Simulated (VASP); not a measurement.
# Hf4Te (Im-3m) in VASP: a series of runs, part 2 of 2

VASP 6.6.1.

### 4 Single point, PBE

This run uses another cell than the first one, of 26.95 Å³/atom, 1.166 times its volume.

File INCAR:

```
ALGO = Fast
EDIFF = 1E-6
ENCUT = 520
GGA = PE
ISIF = 2
ISMEAR = 0
LASPH = T
LCHARG = T
LELF = T
LREAL = F
LVHAR = T
LWAVE = F
NBANDS = 31
NELM = 60
PREC = Accurate
SIGMA = 0.1
```

File KPOINTS:

```
k-points
0
Gamma
  8 8 8
```

File POSCAR:

```
Hf4Te
1.0
   -3.2294999123      3.2294999123      3.2294999123
    3.2294999123     -3.2294999123      3.2294999123
    3.2294999123      3.2294999123     -3.2294999123
Hf Te
4 1
Direct
    0.0000000000      0.0000000000      0.5000000000
    0.0000000000      0.5000000000      0.0000000000
    0.5000000000      0.0000000000      0.0000000000
    0.5000000000      0.5000000000      0.5000000000
    0.0000000000      0.0000000000      0.0000000000
```

Potentials or basis: VASP PAW PBE potentials, release 64 (Hf_pv, Te).

On the command line:

```bash
$ cat potpaw_PBE.64/Hf_pv/POTCAR potpaw_PBE.64/Te/POTCAR > POTCAR
$ mpirun -np 1 vasp_std > vasp.out
```

OUTCAR:

```text
EDIFF = 1E-6
   ENCUT = 520
   GGA = PE
   ISIF = 2
   ISMEAR = 0
   LASPH = T
   LREAL = F
   NELM = 60
   PREC = Accurate

 ion  position               nearest neighbor table
   1  0.000  0.000  0.500-   5 2.80   5 2.80   4 3.23   2 3.23   3 3.23   2 3.23   3 3.23   4 3.23

   2  0.000  0.500  0.000-   5 2.80   5 2.80   4 3.23   1 3.23   3 3.23   1 3.23   4 3.23   3 3.23

   3  0.500  0.000  0.000-   5 2.80   5 2.80   4 3.23   1 3.23   4 3.23   2 3.23   1 3.23   2 3.23

   4  0.500  0.500  0.500-   5 2.80   5 2.80   3 3.23   1 3.23   3 3.23   2 3.23   1 3.23   2 3.23

   5  0.000  0.000  0.000-   1 2.80   2 2.80   3 2.80   4 2.80   1 2.80   2 2.80   3 2.80   4 2.80

  LATTYP: Found a body centered cubic cell.
 ALAT       =     6.4589998246

  Lattice vectors:

 A1 = (  -3.2294999123,   3.2294999123,   3.2294999123)
 A2 = (   3.2294999123,  -3.2294999123,   3.2294999123)
 A3 = (   3.2294999123,   3.2294999123,  -3.2294999123)

Analysis of symmetry for initial positions (statically):
=====================================================================
 Subroutine PRICEL returns:
[... 174 lines left out ...]
  ---------------------------------------------------
  free energy    TOTEN  =       -39.47666898 eV

  energy without entropy =      -39.45565397  energy(sigma->0) =      -39.46616147

 E-fermi :   4.4638     XC(G=0): -10.2604

 val. band max:        4.4445291093   @ k =   0.2500   0.2500   0.0000
 cond. band min:       4.4721114880   @ k =  -0.3750  -0.3750   0.1250
 fundamental gap:      0.0275823787
 Fermi energy:         4.4638085290

 k-point     1 :       0.0000    0.0000    0.0000
  band No.  band energies     occupation
      1     -26.6188      2.00000
      2     -26.6188      2.00000
      3     -26.6188      2.00000
      4     -26.4393      2.00000
      5     -26.4393      2.00000
      6     -26.4393      2.00000
[... 805 lines left out ...]
     30       7.2718      0.00000
     31       7.2861      0.00000

 [... further k-points ...]
[... 5 lines left out ...]
  --------------------------------------------------------------------------------------
  -------------------------------------------------------------------------------------
  Total       -0.1856123     -0.1856123     -0.1856123      0.0000000     -0.0000000      0.0000000
  in kB       -2.2072505     -2.2072505     -2.2072505      0.0000000     -0.0000000      0.0000000
  external PRESSURE =      -2.2072505 kB  Pullay stress =       0.0000000 kB

 VOLUME and BASIS-vectors are now :
 -----------------------------------------------------------------------------
  energy-cutoff  :      520.00
  volume of cell :      134.73
      direct lattice vectors                 reciprocal lattice vectors
    -3.229499912  3.229499912  3.229499912     0.000000000  0.154822732  0.154822732
     3.229499912 -3.229499912  3.229499912     0.154822732  0.000000000  0.154822732
     3.229499912  3.229499912 -3.229499912     0.154822732  0.154822732  0.000000000

 POSITION                                       TOTAL-FORCE (eV/Angst)
 -----------------------------------------------------------------------------------
      1.61475      1.61475     -1.61475        -0.000000     -0.000000     -0.000000
      1.61475     -1.61475      1.61475        -0.000000      0.000000      0.000000
     -1.61475      1.61475      1.61475        -0.000000     -0.000000     -0.000000
      1.61475      1.61475      1.61475         0.000000     -0.000000      0.000000
      0.00000      0.00000      0.00000         0.000000      0.000000      0.000000
 -----------------------------------------------------------------------------------
    total drift:                               -0.000000     -0.000000      0.000000

  FREE ENERGIE OF THE ION-ELECTRON SYSTEM (eV)
  ---------------------------------------------------
  free  energy   TOTEN  =       -39.4766689812 eV

  energy  without entropy=      -39.4556539654  energy(sigma->0) =      -39.46616147
```

It took 1.9 min on 1 thread of Intel Xeon 6975P-C (Granite Rapids), shared host; peak memory 0.32 GiB.

What came out:

| Quantity | Value |
| --- | --- |
| Free energy | -39.4767 eV |
| Pressure | -0.2 GPa |
| Band gap on the k mesh | zero (band 23 reaches 5.12 eV, above the bottom of band 24 at 3.46 eV) |

Caveat: spin-orbit coupling is left out, which moves the levels of the heavy elements.

### 5 Relaxation of cell and atoms, PBE

File INCAR:

```
SYSTEM = Hf4Te
  ALGO = Normal
  EDIFF = 1E-6
  EDIFFG = -0.04
  ENCUT = 600
  GGA = PE
  IBRION = 2
  ISIF = 3
  ISMEAR = 0
  LASPH = .TRUE.
  LCHARG = .FALSE.
  LREAL = .FALSE.
  LWAVE = .FALSE.
  NELM = 60
  NSW = 90
  PREC = Accurate
  SIGMA = 0.1
```

File KPOINTS:

```
k-points
0
G
  4 4 4
  0 0 0
```

POSCAR: that of step 4 with these lines changed.

```diff
@@ -2,5 +2,5 @@
 1.0
-   -3.2294999123      3.2294999123      3.2294999123
-    3.2294999123     -3.2294999123      3.2294999123
-    3.2294999123      3.2294999123     -3.2294999123
+   -3.0683992800      3.0683992800      3.0683992800
+    3.0683992800     -3.0683992800      3.0683992800
+    3.0683992800      3.0683992800     -3.0683992800
 Hf Te
```

On the command line:

```bash
$ cat potpaw_PBE.64/Hf_pv/POTCAR potpaw_PBE.64/Te/POTCAR > POTCAR
$ mpirun -np 1 vasp_std > vasp.out
```

Wall time 60 s (1 thread of Intel Xeon 6975P-C (Granite Rapids), shared host); peak memory 0.28 GiB.

The run converged. Its results:

* Free energy: -39.4577 eV
* Relaxed volume: 26.88 Å³/atom
* Relaxed cell: a = 5.589 Å, b = 5.589 Å, c = 5.589 Å, α = 109.47°, β = 109.47°, γ = 109.47°
* Space group after relaxing (to 0.05 Å): Im-3m (No. 229)
* Energy gained by relaxing: 182.0 meV/atom
* Ionic steps: 4
* Pressure after relaxing: -0.1 GPa
* Band gap on the k mesh: zero (band 23 reaches 5.15 eV, above the bottom of band 24 at 3.48 eV)

Step by step:
```
step  energy change (eV)  largest force (eV/Å)  pressure (GPa)  volume (Å³)
   1              0.0000                0.0000           17.69       115.56
   2              0.3357                0.0000          -11.39       163.69
   3             -0.9086                0.0000           -0.53       135.09
   4             -0.9099                0.0000           -0.09       134.40
```

Final structure:
```cif
data_structure
_symmetry_space_group_name_H-M 'P 1'
_symmetry_Int_Tables_number 1
_cell_length_a 5.5891
_cell_length_b 5.5891
_cell_length_c 5.5891
_cell_angle_alpha 109.471
_cell_angle_beta 109.471
_cell_angle_gamma 109.471
_cell_volume 134.40
loop_
_atom_site_label
_atom_site_type_symbol
_atom_site_fract_x
_atom_site_fract_y
_atom_site_fract_z
_atom_site_occupancy
Hf1 Hf 0.00000 0.00000 0.50000 1
Hf2 Hf 0.00000 0.50000 0.00000 1
Hf3 Hf 0.50000 0.00000 0.00000 1
Hf4 Hf 0.50000 0.50000 0.50000 1
Te1 Te 0.00000 0.00000 0.00000 1
```

Levels at points of the mesh, in eV from the Fermi level:
```csv
k point,band 21,band 22,band 23,band 24,band 25,band 26
"(0.00, 0.00, 0.00)",-1.39,-1.39,-0.95,-0.95,2.04,2.04
"(0.50, 0.00, 0.00)",-0.21,-0.20,-0.16,0.84,1.10,1.27
"(0.50, 0.50, 0.50)",-0.50,-0.50,-0.50,-0.50,1.31,1.31
```

Caveat: the k points lie up to 0.34 Å⁻¹ apart in the final cell; the volume moved by over 15 % at a fixed basis, so the end points are rough; spin-orbit coupling is left out, which moves the levels of the heavy elements.

### 6 Relaxation of cell and atoms, PBE

This run uses another cell than the first one, of 26.87 Å³/atom, 1.163 times its volume.

File INCAR:

```
PREC = Accurate ; ENCUT = 600
EDIFF = 1E-6 ; ISMEAR = 0
SIGMA = 0.1 ; LREAL = F
LASPH = T ; NELM = 100
ALGO = Fast ; ISIF = 3
LWAVE = F ; LCHARG = F
GGA = PE ; IBRION = 2
NSW = 100 ; EDIFFG = -0.01
```

File KPOINTS:

```
Automatic mesh
0
Gamma
  8 8 8
```

POSCAR: that of step 5 with these lines changed.

```diff
@@ -2,5 +2,5 @@
 1.0
-   -3.0683992800      3.0683992800      3.0683992800
-    3.0683992800     -3.0683992800      3.0683992800
-    3.0683992800      3.0683992800     -3.0683992800
+   -3.2264149660      3.2264149660      3.2264149660
+    3.2264149660     -3.2264149660      3.2264149660
+    3.2264149660      3.2264149660     -3.2264149660
 Hf Te
```

Potentials or basis: VASP PAW PBE potentials, release 64 (Hf_pv, Te).

On the command line:

```bash
$ cat potpaw_PBE.64/Hf_pv/POTCAR potpaw_PBE.64/Te/POTCAR > POTCAR
$ mpirun -np 1 vasp_std > vasp.out
```

OUTCAR:

```text
PREC = Accurate
   ENCUT = 600
   EDIFF = 1E-6
   ISMEAR = 0
   LREAL = F
   LASPH = T
   NELM = 100
   ISIF = 3
   GGA = PE
   IBRION = 2
   NSW = 100
   EDIFFG = -0.01

 ion  position               nearest neighbor table
   1  0.000  0.000  0.500-   5 2.79   5 2.79   4 3.23   2 3.23   3 3.23   2 3.23   3 3.23   4 3.23

   2  0.000  0.500  0.000-   5 2.79   5 2.79   4 3.23   1 3.23   3 3.23   1 3.23   4 3.23   3 3.23

   3  0.500  0.000  0.000-   5 2.79   5 2.79   4 3.23   1 3.23   4 3.23   2 3.23   1 3.23   2 3.23

   4  0.500  0.500  0.500-   5 2.79   5 2.79   3 3.23   1 3.23   3 3.23   2 3.23   1 3.23   2 3.23

   5  0.000  0.000  0.000-   1 2.79   2 2.79   3 2.79   4 2.79   1 2.79   2 2.79   3 2.79   4 2.79

  LATTYP: Found a body centered cubic cell.
 ALAT       =     6.4528299320

  Lattice vectors:

 A1 = (  -3.2264149660,   3.2264149660,   3.2264149660)
 A2 = (   3.2264149660,  -3.2264149660,   3.2264149660)
 A3 = (   3.2264149660,   3.2264149660,  -3.2264149660)

Analysis of symmetry for initial positions (statically):
=====================================================================
 Subroutine PRICEL returns:
 Original cell was already a primitive cell.

 Routine SETGRP: Setting up the symmetry group for a
 body centered cubic supercell.

 Subroutine GETGRP returns: Found 48 space group operations
 (whereof 48 operations were pure point group operations)
 out of a pool of 48 trial point group operations.

The static configuration has the point symmetry O_h .

Analysis of symmetry for dynamics (positions and initial velocities):
=====================================================================
 Subroutine PRICEL returns:
 Original cell was already a primitive cell.

 Routine SETGRP: Setting up the symmetry group for a
 body centered cubic supercell.

 Subroutine GETGRP returns: Found 48 space group operations
[... 125 lines left out ...]
   EFERMI_NEDOS =   21; number of points for ismear=-14 and -15
   IALGO  =     68    algorithm
   IMIX   =      4    mixing-type and parameters
     AMIX     =   0.40;   BMIX     =  1.00
     AMIX_MAG =   1.60;   BMIX_MAG =  1.00
  volume/ion in A,a.u.               =      26.87       181.32
  Fermi-wavevector in a.u.,A,eV,Ry     =   1.145303  2.164310 17.847033  1.311720
  Thomas-Fermi vector in A             =   2.281992
   LORBIT       =      0    0 simple, 1 ext, 2 COOP (PROOUT), +10 PAW based schemes
   GGA     = PE    functional components
   LHFCALC =     F    Hartree Fock is set to
   AEXX    =    0.0000 exact exchange contribution
   IVDW    =     0    specifies the selected vdW correction
   LEPSILON=     F    determine dielectric tensor
   LRPA    =     F    only Hartree local field effects (RPA)
 conjugate gradient relaxation of ions
 non-spin polarized calculation
 RMM-DIIS sequential band-by-band and
 Gauss-broadening in eV      SIGMA  =   0.10
  energy-cutoff  :      600.00
  volume of cell :      134.34
 maximum number of plane-waves:      4537
 NGX is ok and might be reduce to    48
   NGX = 23   NGY = 23   NGZ = 23

 number of electron      45.9999995 magnetization

 Free energy of the ion-electron system (eV)
  ---------------------------------------------------
  ext. energy  EPLUGINS =         0.00000000
  ---------------------------------------------------
  free energy    TOTEN  =       -39.47752240 eV

  energy without entropy =      -39.45652525  energy(sigma->0) =      -39.46702383

 E-fermi :   4.4837     XC(G=0): -10.2725

 val. band max:        4.4648324581   @ k =   0.2500   0.2500   0.0000
 cond. band min:       4.4919955287   @ k =  -0.3750  -0.3750   0.1250
 fundamental gap:      0.0271630706
 Fermi energy:         4.4836664401

 k-point     1 :       0.0000    0.0000    0.0000
  band No.  band energies     occupation
      1     -26.5935      2.00000
      2     -26.5935      2.00000
      3     -26.5935      2.00000
      4     -26.4116      2.00000
      5     -26.4116      2.00000
      6     -26.4116      2.00000
[... 709 lines left out ...]
     26       6.0214      0.00000
     27       6.0773      0.00000

 [... further k-points ...]
[... 5 lines left out ...]
  --------------------------------------------------------------------------------------
  -------------------------------------------------------------------------------------
  Total        0.0237529      0.0237529      0.0237529      0.0000000      0.0000000      0.0000000
  in kB        0.2832741      0.2832741      0.2832741      0.0000000      0.0000000      0.0000000
  external PRESSURE =       0.2832741 kB  Pullay stress =       0.0000000 kB

 VOLUME and BASIS-vectors are now :
 -----------------------------------------------------------------------------
  energy-cutoff  :      600.00
  volume of cell :      134.34
      direct lattice vectors                 reciprocal lattice vectors
    -3.226414966  3.226414966  3.226414966     0.000000000  0.154970766  0.154970766
     3.226414966 -3.226414966  3.226414966     0.154970766  0.000000000  0.154970766
     3.226414966  3.226414966 -3.226414966     0.154970766  0.154970766  0.000000000

 POSITION                                       TOTAL-FORCE (eV/Angst)
 -----------------------------------------------------------------------------------
      1.61321      1.61321     -1.61321         0.000000     -0.000000      0.000000
      1.61321     -1.61321      1.61321        -0.000000      0.000000     -0.000000
     -1.61321      1.61321      1.61321         0.000000     -0.000000     -0.000000
      1.61321      1.61321      1.61321        -0.000000      0.000000      0.000000
      0.00000      0.00000      0.00000        -0.000000      0.000000      0.000000
 -----------------------------------------------------------------------------------
    total drift:                                0.000000      0.000000     -0.000000

  FREE ENERGIE OF THE ION-ELECTRON SYSTEM (eV)
  ---------------------------------------------------
  free  energy   TOTEN  =       -39.4775224026 eV

  energy  without entropy=      -39.4565252508  energy(sigma->0) =      -39.46702383

 reached required accuracy - stopping structural energy minimisation
```

OSZICAR:

```text
N       E                     dE             d eps       ncg     rms          rms(c)
DAV:   1     0.212004387371E+03    0.21200E+03   -0.26395E+04  1598   0.173E+03
[... 13 lines left out ...]
RMM:  15    -0.394775191214E+02   -0.12901E-04   -0.34404E-04  1963   0.787E-02    0.159E-01
RMM:  16    -0.394775660911E+02   -0.46970E-04   -0.21614E-04  1891   0.551E-02    0.125E-01
RMM:  17    -0.394775450738E+02    0.21017E-04   -0.79277E-05  1769   0.278E-02    0.974E-02
RMM:  18    -0.394775213899E+02    0.23684E-04   -0.11215E-04  2043   0.331E-02    0.508E-02
RMM:  19    -0.394775213013E+02    0.88619E-07   -0.38365E-05  1930   0.193E-02    0.432E-02
RMM:  20    -0.394775224268E+02   -0.11256E-05   -0.94394E-06  1138   0.717E-03    0.431E-02
RMM:  21    -0.394775224026E+02    0.24243E-07   -0.62971E-06  1155   0.506E-03
   1 F= -.39477522E+02 E0= -.39467024E+02  d E =-.394775E+02
```

CONTCAR:

```text
Hf4Te
   1.00000000000000
    -3.2264149660000001    3.2264149660000001    3.2264149660000001
     3.2264149660000001   -3.2264149660000001    3.2264149660000001
     3.2264149660000001    3.2264149660000001   -3.2264149660000001
  Hf              Te
     4     1
Direct
     0.0000000000000000    0.0000000000000000    0.5000000000000000
     0.0000000000000000    0.5000000000000000    0.0000000000000000
     0.5000000000000000    0.0000000000000000    0.0000000000000000
     0.5000000000000000    0.5000000000000000    0.5000000000000000
     0.0000000000000000    0.0000000000000000    0.0000000000000000

  0.00000000E+00  0.00000000E+00  0.00000000E+00
  0.00000000E+00  0.00000000E+00  0.00000000E+00
  0.00000000E+00  0.00000000E+00  0.00000000E+00
  0.00000000E+00  0.00000000E+00  0.00000000E+00
  0.00000000E+00  0.00000000E+00  0.00000000E+00
```

It took 2 min on 1 thread of Intel Xeon 6975P-C (Granite Rapids), shared host; peak memory 0.39 GiB.

Results:

```yaml
Free_energy: -39.4775 eV
Pressure_after_relaxing: 0.0 GPa
Band_gap_on_the_k_mesh: zero (band 23 reaches 5.15 eV, above the bottom of band 24 at 3.48 eV)
```

Final structure:
```
Hf Te
1.0
    -3.22641    3.22641    3.22641
     3.22641   -3.22641    3.22641
     3.22641    3.22641   -3.22641
Hf Te
4 1
Direct
  0.00000 0.00000 0.50000
  0.00000 0.50000 0.00000
  0.50000 0.00000 0.00000
  0.50000 0.50000 0.50000
  0.00000 0.00000 0.00000
```

Caveat: the relaxation stopped at its first step, so nothing moved; spin-orbit coupling is left out, which moves the levels of the heavy elements.

### 7 The runs side by side

```tsv
task	cell	k mesh	cutoff (eV)	gap on the mesh (eV)	pressure (GPa)
single point	a = 5.315 Å, angles 109.5°, 5 atoms	4 × 4 × 4	520	none	17.7
single point	a = 5.588 Å, angles 109.5°, 5 atoms	4 × 4 × 4	520	none	0.0
single point	a = 5.594 Å, angles 109.5°, 5 atoms	8 × 8 × 8	520	none	-0.2
relaxation of cell and atoms	relaxed from a = 5.315 Å, angles 109.5°, 5 atoms	4 × 4 × 4	600	none	-0.1
relaxation of cell and atoms	relaxed from a = 5.588 Å, angles 109.5°, 5 atoms	8 × 8 × 8	600	none	0.0
```

Alike in all rows: level PBE; potentials or basis VASP PAW PBE potentials, release 64 (Hf_pv, Te); no spin polarisation; smearing gaussian 0.1 eV.

Caveats: some runs use coarse meshes; spin-orbit coupling is left out, which moves the levels of the heavy elements; the volume moved by over 15 % at a fixed basis, so the end points are rough (some runs); the relaxation stopped at its first step, so nothing moved (some runs).

Absolute energies hang on the potentials; compare differences alone.
